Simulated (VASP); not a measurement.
A run of VASP 6.6.1:

The input POSCAR:

```
Cd4Te
1.0
    5.8182983527      0.0000000000      0.0000000000
    0.0000000000      5.8182983527      0.0000000000
    0.0000000000      0.0000000000      5.8182983527
Cd Te
4 1
Direct
    0.0000000000      0.5000000000      0.5000000000
    0.5000000000      0.0000000000      0.5000000000
    0.5000000000      0.5000000000      0.0000000000
    0.0000000000      0.0000000000      0.0000000000
    0.5000000000      0.5000000000      0.5000000000
```

Contents of INCAR.step1:

```
PREC = Accurate ; ENCUT = 520
EDIFF = 1E-7 ; ISMEAR = 0
SIGMA = 0.1 ; LREAL = False
LASPH = True ; NELM = 100
ALGO = Fast ; ISIF = 2
LWAVE = False ; LCHARG = True
GGA = PE ; NBANDS = 35
```

KPOINTS.step1

```
regular mesh
0
Gamma
  6 6 6
```

The input INCAR.step2:

```
PREC = Accurate ; ENCUT = 520
EDIFF = 1E-7 ; ISMEAR = -5
SIGMA = 0.1 ; LREAL = False
LASPH = True ; NELM = 100
ALGO = Fast ; ISIF = 2
LWAVE = False ; LCHARG = False
GGA = PE ; LORBIT = 11
NBANDS = 35 ; NEDOS = 2001
ICHARG = 11
```

The input KPOINTS.step2:

```
regular mesh
0
Gamma
  9 9 9
```

Potentials or basis: VASP PAW PBE potentials, release 64 (Cd, Te).

Launch:

```bash
$ cat potpaw_PBE.64/Cd/POTCAR potpaw_PBE.64/Te/POTCAR > POTCAR
$ cp INCAR.step1 INCAR
$ cp KPOINTS.step1 KPOINTS
$ mpirun -np 1 vasp_std > vasp.out
$ cp INCAR.step2 INCAR
$ cp KPOINTS.step2 KPOINTS
$ mpirun -np 1 vasp_std > vasp.out
```

Hardware: 1 thread of AMD EPYC 9R45 96-Core Processor (Zen 5) (shared host).

Q: How long does it take, and how much memory?

A: Run time: 2.9 min on 1 thread of AMD EPYC 9R45 96-Core Processor (Zen 5), on a shared host, peak memory 0.39 GiB. Counts: k points 35.
